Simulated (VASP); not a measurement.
KCl, 2 atoms in the cell. Symmetry: Fm-3m, No. 225, cubic system. Conventional cell: a = 5.858 Å, b = 5.858 Å, c = 5.858 Å, α = 90.00°, β = 90.00°, γ = 90.00°. K (site symmetry m-3m) has 6 Cl at 2.93 Å within 3.9 Å. Cl (site symmetry m-3m) has 6 K at 2.93 Å within 3.9 Å. 

```yaml
Program: VASP 6.6.1
Task: single point
Functional: r2SCAN
Potentials_or_basis: VASP PAW PBE potentials, release 64 (K_sv, Cl)
Cutoff: 520 eV
k_mesh: 6 × 6 × 6
Occupations: gaussian, width 0.01 eV
Spin: no spin polarisation
Dipole_correction: no
Further_INCAR_settings: ALGO = Normal; EDIFF = 1e-06; NBANDS = 15
```

Potentials or basis: VASP PAW PBE potentials, release 64 (K_sv, Cl).

Launch:

```console
$ cat potpaw_PBE.64/K_sv/POTCAR potpaw_PBE.64/Cl/POTCAR > POTCAR
$ cp INCAR.step1 INCAR
$ mpirun -np 1 vasp_std > vasp.out
$ cp INCAR.step2 INCAR
$ mpirun -np 1 vasp_std > vasp.out
```

Hardware: 1 thread of AMD EPYC 7R43 64-Core Processor (Zen 3), on a shared host.

**Question.** How long does it take, and how much memory?

**Answer.** Run time: 92 s on 1 thread of AMD EPYC 7R43 64-Core Processor (Zen 3) (shared host), peak memory 0.15 GiB. Counts: k points 16.
